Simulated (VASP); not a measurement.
A run of VASP 6.6.1 is set up as follows.

INCAR

```
PREC = Accurate
ENCUT = 520
EDIFF = 1E-6
ISMEAR = 0
SIGMA = 0.05
LREAL = F
LASPH = T
NELM = 150
ALGO = Normal
ISIF = 2
LWAVE = F
LCHARG = F
ISPIN = 2
MAGMOM = 0 0 0 0 0 0
LORBIT = 11
NUPDOWN = 0.0
LMAXMIX = 4
LDAU = T
LDAUTYPE = 2
LDAUL = 2 -1
LDAUU = 3 0
LDAUJ = 0 0
LDAUPRINT = 1
GGA = PS
NBANDS = 40
```

The input KPOINTS:

```
Automatic mesh
0
Gamma
  4 4 6
```

Contents of POSCAR:

```
MnF2
1.0
    4.8733996600      0.0000000000      0.0000000000
    0.0000000000      4.8733996600      0.0000000000
    0.0000000000      0.0000000000      3.3098997700
Mn F
2 4
Direct
    0.0000000000      0.0000000000      0.0000000000
    0.5000000000      0.5000000000      0.5000000000
    0.3050000000      0.3050000000      0.0000000000
    0.1950000000      0.8050000000      0.5000000000
    0.6950000000      0.6950000000      0.0000000000
    0.8050000000      0.1950000000      0.5000000000
```

Potentials or basis: VASP PAW PBE potentials, release 64 (Mn_pv, F).

The run is started by

```console
$ cat potpaw_PBE.64/Mn_pv/POTCAR potpaw_PBE.64/F/POTCAR > POTCAR
$ mpirun -np 1 vasp_std > vasp.out
```

Q: Predict the largest force.

A: 0.115 eV/Å.

Q: Estimate the pressure.

A: -17.4 GPa.

Eigenvalues of the final occupation matrices:
| site | spin | trace | eigenvalues |
| --- | --- | --- | --- |
| site 1 d | 1 | 2.53 | 0.09 0.10 0.49 0.92 0.93 |
| site 1 d | 2 | 2.53 | 0.09 0.10 0.49 0.92 0.93 |
| site 2 d | 1 | 2.53 | 0.09 0.10 0.49 0.92 0.93 |
| site 2 d | 2 | 2.53 | 0.09 0.10 0.49 0.92 0.93 |

Caveat: the PAW data sets were made with another functional, which shifts forces and pressure a little; the total moment is fixed, so each spin has its own Fermi level.
